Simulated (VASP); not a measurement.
# Hg (Pm-3m) in VASP: a series of runs

Runs on Hg. Level: PBE. Tasks: single point.

All numbers are computed with VASP 6.6.1; they aren't measurements. Logs are shortened: lines on timing, memory, paths and dates and some standing lists are left out, and cuts for length are marked.

## Step 1: The cell of the first run

Symmetry: Pm-3m, No. 221, cubic system. Conventional cell: a = 3.046 Å, b = 3.046 Å, c = 3.046 Å, α = 90.00°, β = 90.00°, γ = 90.00°. Within 4.0 Å of Hg (site symmetry m-3m) lie 6 Hg at 3.05 Å.

## Step 2: Single point, PBE

The input, INCAR:

```
ALGO = Normal ; EDIFF = 1E-6
ENCUT = 520 ; GGA = PE
ISIF = 2 ; ISMEAR = -1
LASPH = True ; LCHARG = True
LELF = True ; LREAL = False
LVHAR = True ; LWAVE = False
NBANDS = 12 ; NELM = 60
PREC = Accurate ; SIGMA = 0.06122561905347299
```

The input, KPOINTS:

```
k-points
0
Gamma
  18 18 18
```

The input, POSCAR:

```
Hg
1.0
    3.0464295436      0.0000000000      0.0000000000
    0.0000000000      3.0464295436      0.0000000000
    0.0000000000      0.0000000000      3.0464295436
Hg
1
Direct
    0.0000000000      0.0000000000      0.0000000000
```

Potentials or basis: VASP PAW PBE potentials, release 64 (Hg).

Started as:

```console
cat potpaw_PBE.64/Hg/POTCAR > POTCAR
mpirun -np 1 vasp_std > vasp.out
```

OUTCAR:

```text
EDIFF = 1E-6
   ENCUT = 520
   GGA = PE
   ISIF = 2
   ISMEAR = -1
   LASPH = True
   LREAL = False
   NELM = 60
   PREC = Accurate

 ion  position               nearest neighbor table
   1  0.000  0.000  0.000-

  LATTYP: Found a simple cubic cell.
 ALAT       =     3.0464295436

  Lattice vectors:

 A1 = (   3.0464295436,   0.0000000000,   0.0000000000)
 A2 = (   0.0000000000,   3.0464295436,   0.0000000000)
 A3 = (   0.0000000000,   0.0000000000,   3.0464295436)

Analysis of symmetry for initial positions (statically):
=====================================================================
 Subroutine PRICEL returns:
 Original cell was already a primitive cell.

 Routine SETGRP: Setting up the symmetry group for a
 simple cubic supercell.

 Subroutine GETGRP returns: Found 48 space group operations
 (whereof 48 operations were pure point group operations)
 out of a pool of 48 trial point group operations.

The static configuration has the point symmetry O_h .

Analysis of symmetry for dynamics (positions and initial velocities):
=====================================================================
 Subroutine PRICEL returns:
 Original cell was already a primitive cell.

 Routine SETGRP: Setting up the symmetry group for a
 simple cubic supercell.

 Subroutine GETGRP returns: Found 48 space group operations
 (whereof 48 operations were pure point group operations)
 out of a pool of 48 trial point group operations.

The dynamic configuration has the point symmetry O_h .

 Subroutine INISYM returns: Found 48 space group operations
 (whereof 48 operations are pure point group operations),
 and found     1 'primitive' translations

----------------------------------------------------------------------------------------

                                     Primitive cell

  volume of cell :      28.2731

  direct lattice vectors                    reciprocal lattice vectors
     3.046429544  0.000000000  0.000000000     0.328253119  0.000000000  0.000000000
     0.000000000  3.046429544  0.000000000     0.000000000  0.328253119  0.000000000
     0.000000000  0.000000000  3.046429544     0.000000000  0.000000000  0.328253119

  length of vectors
     3.046429544  3.046429544  3.046429544     0.328253119  0.328253119  0.328253119

  position of ions in fractional coordinates (direct lattice)
     0.000000000  0.000000000  0.000000000

  ion indices of the primitive-cell ions
   primitive index   ion index
                 1           1

----------------------------------------------------------------------------------------

 KPOINTS: k-points

Automatic generation of k-mesh.
 Grid dimensions read from file:
 generate k-points for:   18   18   18

 Generating k-lattice:

  Cartesian coordinates                     Fractional coordinates (reciprocal lattice)
     0.018236284  0.000000000  0.000000000     0.055555556  0.000000000  0.000000000
     0.000000000  0.018236284  0.000000000     0.000000000  0.055555556  0.000000000
     0.000000000  0.000000000  0.018236284     0.000000000  0.000000000  0.055555556

  Length of vectors
     0.018236284  0.018236284  0.018236284

  Shift w.r.t. Gamma in fractional coordinates (k-lattice)
     0.000000000  0.000000000  0.000000000

 Subroutine IBZKPT returns following result:
 ===========================================

 Found    220 irreducible k-points:

 Following reciprocal coordinates:
            Coordinates               Weight
  0.000000  0.000000  0.000000      1.000000
  0.055556  0.000000  0.000000      6.000000
  0.111111  0.000000  0.000000      6.000000
  0.166667  0.000000  0.000000      6.000000
  0.222222  0.000000  0.000000      6.000000
  0.277778  0.000000  0.000000      6.000000
[... 16 lines left out ...]
  0.277778  0.111111  0.000000     24.000000
  0.333333  0.111111  0.000000     24.000000
 [... further k-points ...]
   k-points           NKPTS =    220   k-points in BZ     NKDIM =    220   number of bands    NBANDS=     12
   number of dos      NEDOS =    301   number of ions     NIONS =      1
   total plane-waves  NPLWV =  13824
   dimension x,y,z NGX =    24 NGY =   24 NGZ =   24
   dimension x,y,z NGXF=    48 NGYF=   48 NGZF=   48
   ions per type =               1
   NGX,Y,Z   is equivalent  to a cutoff of  13.10, 13.10, 13.10 a.u.
   NGXF,Y,Z  is equivalent  to a cutoff of  26.19, 26.19, 26.19 a.u.
 SYSTEM =  unknown system
   PREC   = accura    normal or accurate (medium, high low for compatibility)
   ISTART =      0    job   : 0-new  1-cont  2-samecut
   ICHARG =      2    charge: 1-file 2-atom 10-const
   ISPIN  =      1    spin polarized calculation?
   LNONCOLLINEAR =      F non collinear calculations
   LSORBIT =      F    spin-orbit coupling
   LASPH  =      T    aspherical Exc in radial PAW
   ENCUT  =  520.0 eV  38.22 Ry    6.18 a.u.   5.66  5.66  5.66*2*pi/ulx,y,z
   NELM   =     60;   NELMIN=  2; NELMDL= -5     # of ELM steps
   EDIFF  = 0.1E-05   stopping-criterion for ELM
   LREAL  =      F    real-space projection
[... 7 lines left out ...]
   TEBEG  =    0.0;   TEEND  =   0.0 temperature during run
   PSTRESS=    0.0 pullay stress
   NELECT =      12.0000    total number of electrons
   NUPDOWN=      -1.0000    fix difference up-down
   EMIN   =  10.00;   EMAX   =-10.00  energy-range for DOS
   EFERMI =   0.00;   METHOD = LEGACY
   ISMEAR =    -1;   SIGMA  =   0.06  broadening in eV -4-tet -1-fermi 0-gaus
   EFERMI_NEDOS =   21; number of points for ismear=-14 and -15
   IALGO  =     38    algorithm
   IMIX   =      4    mixing-type and parameters
     AMIX     =   0.40;   BMIX     =  1.00
     AMIX_MAG =   1.60;   BMIX_MAG =  1.00
  volume/ion in A,a.u.               =      28.27       190.80
  Fermi-wavevector in a.u.,A,eV,Ry     =   1.230299  2.324929 20.594273  1.513636
  Thomas-Fermi vector in A             =   2.365153
   LORBIT       =      0    0 simple, 1 ext, 2 COOP (PROOUT), +10 PAW based schemes
   GGA     = PE    functional components
   LHFCALC =     F    Hartree Fock is set to
   AEXX    =    0.0000 exact exchange contribution
   IVDW    =     0    specifies the selected vdW correction
   LEPSILON=     F    determine dielectric tensor
   LRPA    =     F    only Hartree local field effects (RPA)
 non-spin polarized calculation
  energy-cutoff  :      520.00
  volume of cell :       28.27
 maximum number of plane-waves:       776
 NGX is ok and might be reduce to    24
   NGX = 11   NGY = 11   NGZ = 11

 number of electron      12.0000005 magnetization

 Free energy of the ion-electron system (eV)
  ---------------------------------------------------
  ext. energy  EPLUGINS =         0.00000000
  ---------------------------------------------------
  free energy    TOTEN  =        -0.16067298 eV

  energy without entropy =       -0.15730640  energy(sigma->0) =       -0.15898969

 E-fermi :   1.5823     XC(G=0):  -9.7937

 val. band max:        1.5737288865   @ k =   0.5000   0.4444   0.1111
 cond. band min:       1.6181058097   @ k =   0.4444   0.4444   0.2222
 fundamental gap:      0.0443769231
 Fermi energy:         1.5823485828

 k-point     1 :       0.0000    0.0000    0.0000
  band No.  band energies     occupation
      1      -6.4369      2.00000
      2      -6.2122      2.00000
      3      -6.2122      2.00000
      4      -4.3038      2.00000
      5      -4.3038      2.00000
      6      -4.3038      2.00000
      7      11.3908      0.00000
      8      11.3908      0.00000
      9      11.3908      0.00000
     10      14.6842      0.00000
     11      16.5089      0.00000
     12      16.5089      0.00000

 k-point     2 :       0.0556    0.0000    0.0000
  band No.  band energies     occupation
      1      -6.3848      2.00000
      2      -6.2075      2.00000
      3      -6.1757      2.00000
      4      -4.3231      2.00000
      5      -4.3231      2.00000
      6      -4.3022      2.00000
      7      10.7093      0.00000
      8      11.4683      0.00000
      9      11.4683      0.00000
     10      15.0042      0.00000
     11      16.4922      0.00000
     12      16.9614      0.00000

 k-point     3 :       0.1111    0.0000    0.0000
  band No.  band energies     occupation
      1      -6.2834      2.00000
      2      -6.1937      2.00000
      3      -6.0133      2.00000
      4      -4.3781      2.00000
      5      -4.3781      2.00000
      6      -4.2975      2.00000
      7       9.3420      0.00000
      8      11.6965      0.00000
      9      11.6965      0.00000
     10      15.3299      0.00000
     11      16.4429      0.00000
     12      18.2745      0.00000
[... 286 lines left out ...]
 k-point    23 :       0.2778    0.1111    0.0000
  band No.  band energies     occupation
      1      -6.0717      2.00000
      2      -5.8311      2.00000
      3      -4.8667      2.00000
      4      -4.6544      2.00000
      5      -4.3430      2.00000
      6      -4.2784      2.00000
      7       5.0660      0.00000
      8      10.8699      0.00000
      9      13.4396      0.00000
     10      16.1461      0.00000
     11      17.4530      0.00000
     12      20.5282      0.00000

 k-point    24 :       0.3333    0.1111    0.0000
  band No.  band energies     occupation
      1      -6.0369      2.00000
      2      -5.7665      2.00000
      3      -4.9178      2.00000
      4      -4.7481      2.00000
      5      -4.3334      2.00000
      6      -3.5481      2.00000
      7       3.6359      0.00000
      8      11.4507      0.00000
      9      14.0710      0.00000
     10      16.1117      0.00000
     11      16.8015      0.00000
     12      20.4654      0.00000

 [... further k-points ...]

------------------------ aborting loop because EDIFF is reached ----------------------------------------

  FORCE on cell =-STRESS in cart. coord.  units (eV):
  Direction    XX          YY          ZZ          XY          YZ          ZX
  --------------------------------------------------------------------------------------
  -------------------------------------------------------------------------------------
  Total        0.2028525      0.2028525      0.2028525      0.0000000      0.0000000     -0.0000000
  in kB       11.4952280     11.4952280     11.4952280      0.0000000      0.0000000     -0.0000000
  external PRESSURE =      11.4952280 kB  Pullay stress =       0.0000000 kB

 VOLUME and BASIS-vectors are now :
 -----------------------------------------------------------------------------
  energy-cutoff  :      520.00
  volume of cell :       28.27
      direct lattice vectors                 reciprocal lattice vectors
     3.046429544  0.000000000  0.000000000     0.328253119  0.000000000  0.000000000
     0.000000000  3.046429544  0.000000000     0.000000000  0.328253119  0.000000000
     0.000000000  0.000000000  3.046429544     0.000000000  0.000000000  0.328253119

 POSITION                                       TOTAL-FORCE (eV/Angst)
 -----------------------------------------------------------------------------------
      0.00000      0.00000      0.00000         0.000000      0.000000      0.000000
 -----------------------------------------------------------------------------------
    total drift:                                0.000000      0.000000      0.000000

  FREE ENERGIE OF THE ION-ELECTRON SYSTEM (eV)
  ---------------------------------------------------
  free  energy   TOTEN  =        -0.1606729799 eV

  energy  without entropy=       -0.1573063987  energy(sigma->0) =       -0.15898969
```

Wall time 23 s (1 thread of AMD EPYC 9R45 (Zen 5), shared host); peak memory 0.16 GiB.

What came out:

```
Free energy            : -0.1607 eV
Pressure               : 1.1 GPa
Band gap on the k mesh : zero (band 6 reaches 5.79 eV, above the bottom of band 7 at 0.08 eV)
```

Levels at points of the mesh, in eV from the Fermi level:
| k point | band 3 | band 4 | band 5 | band 6 | band 7 | band 8 | band 9 | band 10 |
| --- | --- | --- | --- | --- | --- | --- | --- | --- |
| (0.00, 0.00, 0.00) | -7.79 | -5.89 | -5.89 | -5.89 | 9.81 | 9.81 | 9.81 | 13.10 |
| (0.50, 0.00, 0.00) | -6.48 | -6.48 | -5.83 | -2.83 | -1.50 | 13.44 | 13.44 | 14.24 |
| (0.50, 0.50, 0.00) | -6.39 | -6.39 | -5.33 | 0.46 | 1.56 | 1.56 | 7.22 | 17.39 |
| (0.50, 0.50, 0.50) | -7.31 | -5.29 | -5.29 | 4.21 | 4.67 | 4.67 | 4.67 | 8.73 |

Caveat: spin-orbit coupling is left out, which moves the levels of the heavy elements.

[end of part 1 of 3]
